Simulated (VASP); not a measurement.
Input of a VASP 6.6.1 run:

The input INCAR:

```
SYSTEM = Mg3ZrN2
PREC = Accurate
ENCUT = 600
EDIFF = 1E-6
ISMEAR = 0
SIGMA = 0.1
LREAL = .False.
LASPH = .True.
NELM = 100
ALGO = Normal
ISIF = 3
LWAVE = .False.
LCHARG = .False.
GGA = PE
IBRION = 2
NSW = 90
EDIFFG = -0.04
```

The input KPOINTS:

```
regular mesh
0
Gamma
  4 4 4
  0 0 0
```

Contents of POSCAR:

```
Mg3ZrN2
1.0
   -2.6501508000      2.6501508000      3.6746403900
    2.6501508000     -2.6501508000      3.6746403900
    2.6501508000      2.6501508000     -3.6746403900
Mg Zr N
3 1 2
Direct
    0.7500000000      0.2500000000      0.5000000000
    0.2500000000      0.7500000000      0.5000000000
    0.5000000000      0.5000000000      0.0000000000
    0.0000000000      0.0000000000      0.0000000000
    0.5000000000      0.0000000000      0.5000000000
    0.0000000000      0.5000000000      0.5000000000
```

Potentials or basis: VASP PAW PBE potentials, release 64 (Mg, Zr_sv, N).

Command:

```bash
$ cat potpaw_PBE.64/Mg/POTCAR potpaw_PBE.64/Zr_sv/POTCAR potpaw_PBE.64/N/POTCAR > POTCAR
$ mpirun -np 1 vasp_std > vasp.out
```

(1) Predict the relaxed volume.

(2) Estimate the relaxed cell.

(3) Predict the band gap on the k mesh.

(4) Estimate the space group after relaxing (to 0.05 Å).

## Answers

(1) 14.73 Å³/atom.

(2) a = 5.472 Å, b = 5.472 Å, c = 5.472 Å, α = 132.13°, β = 132.13°, γ = 70.03°.

(3) zero (band 14 reaches 5.67 eV, above the bottom of band 15 at 4.97 eV).

(4) I4/mmm (No. 139).

Caveat: the k points lie up to 0.50 Å⁻¹ apart in the final cell.
